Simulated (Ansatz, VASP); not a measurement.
## ZnO: VASP beside Ansatz

File INCAR:

```
PREC = Accurate
ENCUT = 520
EDIFF = 1E-7
ISMEAR = -1
SIGMA = 0.02
LREAL = False
LASPH = True
NELM = 80
ALGO = Normal
ISIF = 2
LWAVE = False
LCHARG = True
GGA = PE
LELF = True
LVHAR = True
NBANDS = 26
```

Contents of KPOINTS:

```
Automatic mesh
0
Gamma
  12 12 6
```

POSCAR

```
ZnO
1.0
    3.2353408669      0.0000000000      0.0000000000
   -1.6176704335      2.8018873806      0.0000000000
    0.0000000000      0.0000000000      5.4193899048
Zn O
2 2
Direct
    0.3333333333      0.6666666667      0.0019998593
    0.6666666667      0.3333333333      0.5019998593
    0.3333333333      0.6666666667      0.3730001407
    0.6666666667      0.3333333333      0.8730001407
```

Input for Ansatz:

```yaml
crystal:
  lattice:
    - [3.2353408669, 0.0, 0.0]
    - [-1.6176704335, 2.8018873806, 0.0]
    - [0.0, 0.0, 5.4193899048]
  atoms:
    - { symbol: Zn, position: [0.3333333333, 0.6666666667, 0.0019998593] }
    - { symbol: Zn, position: [0.6666666667, 0.3333333333, 0.5019998593] }
    - { symbol: O, position: [0.3333333333, 0.6666666667, 0.3730001407] }
    - { symbol: O, position: [0.6666666667, 0.3333333333, 0.8730001407] }
kpoints:
  mp_grid: { grid: [12, 12, 6] }
  band_path:
    path:
      - [0.0, 0.0, 0.0]
      - [0.5, 0.0, 0.0]
      - [0.3333333333, 0.3333333333, 0.0]
      - [0.0, 0.0, 0.5]
      - [0.5, 0.0, 0.5]
      - [0.3333333333, 0.3333333333, 0.5]
    npoints: 1
hamiltonian:
  xc: pbe
scf:
  occupations: { method: fermi_dirac, width: 0.02 }
  n_extra_bands: 5
output:
  forces: true
  stress: true
  eigenvalues: true
```

Change from the starting cell: uniaxial_z strain +4.0%.

Alike in both runs: task single point; functional PBE; k mesh 12 × 12 × 6; occupations fermi-dirac, width 0.02 eV; no spin polarisation.

```csv
,VASP,Ansatz
version,VASP 6.6.1,Ansatz 0.2.0
potentials or method,"VASP PAW PBE potentials, release 64 (Zn, O)","plane waves, PAW"
plane-wave cutoff (eV),520,420
valence electrons in the cell,36,36
```

```tsv
	VASP	Ansatz	Ansatz less VASP
pressure (GPa)	1.3	0.4	-0.93
traceless stress, the component that is largest in VASP (GPa)	-3.08	-3.03	+0.049
rms of the force components (eV/Å)	0.017	0.011	-0.0061
```

Atom by atom the forces differ by 0.006 eV/Å (rms over components).
